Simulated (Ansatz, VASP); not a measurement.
## Al3Cu2 in VASP and in Ansatz

The input INCAR:

```
PREC = Accurate ; ENCUT = 520
EDIFF = 1E-7 ; ISMEAR = 0
SIGMA = 0.15 ; LREAL = F
LASPH = T ; NELM = 100
ALGO = Fast ; ISIF = 2
LWAVE = F ; LCHARG = F
GGA = PS ; NBANDS = 24
```

The input KPOINTS:

```
regular mesh
0
Gamma
  12 12 10
```

Contents of POSCAR:

```
Al3Cu2
1.0
    3.7706987475      0.0000000000      0.0000000000
   -1.8853493737      3.2655209053      0.0000000000
    0.0000000000      0.0000000000      4.7828168322
Al Cu
3 2
Direct
    0.0000000000      0.0000000000      0.0000000000
    0.3333333333      0.6666666667      0.3515059889
    0.6666666667      0.3333333333      0.6484940111
    0.3333333333      0.6666666667      0.8422899951
    0.6666666667      0.3333333333      0.1577100049
```

Input for Ansatz:

```yaml
crystal:
  lattice:
    - [3.7706987475, 0.0, 0.0]
    - [-1.8853493737, 3.2655209053, 0.0]
    - [0.0, 0.0, 4.7828168322]
  atoms:
    - { symbol: Al, position: [0.0, 0.0, 0.0] }
    - { symbol: Al, position: [0.3333333333, 0.6666666667, 0.3515059889] }
    - { symbol: Al, position: [0.6666666667, 0.3333333333, 0.6484940111] }
    - { symbol: Cu, position: [0.3333333333, 0.6666666667, 0.8422899951] }
    - { symbol: Cu, position: [0.6666666667, 0.3333333333, 0.1577100049] }
basis:
  ecutwfc: 420
kpoints:
  mp_grid: { grid: [12, 12, 10] }
hamiltonian:
  xc: pbesol
scf:
  occupations: { method: gaussian, width: 0.15 }
output:
  forces: true
  stress: true
  eigenvalues: true
```

Change from the starting cell: strain -0.080 along x and y, -0.040 along z, atoms carried along.

Alike in both runs: task single point; functional PBEsol; k mesh 12 × 12 × 10; occupations gaussian, width 0.15 eV; no spin polarisation.

```csv
,VASP,Ansatz
version,VASP 6.6.1,Ansatz 0.2.0
potentials or method,"VASP PAW PBE potentials, release 64 (Al, Cu), cutoff 520 eV","scalar-relativistic, plane waves, PAW"
valence electrons in the cell,31,47
```

```tsv
	VASP	Ansatz	Ansatz less VASP
gap on the k mesh at the Fermi level (eV)	none	none	-
pressure (GPa)	38.1	37.8	-0.31
traceless stress, the component that is largest in VASP (GPa)	-8.87	-8.93	-0.061
rms of the force components (eV/Å)	0.113	0.111	-0.0014
```

VASP's potentials were made for PBE, not for PBEsol. Atom by atom the forces differ by 0.002 eV/Å (rms over components). A gap of «none» marks a metal or a gap that the smearing closes. Both programs put the cell under a high pressure, so it lies far from rest at this level. The functional is the same, so the differences come from potentials, cutoffs and numerics. VASP's potentials hold 31 valence electrons a cell and Ansatz's 47, so a difference there can come from the potentials and not from the codes.
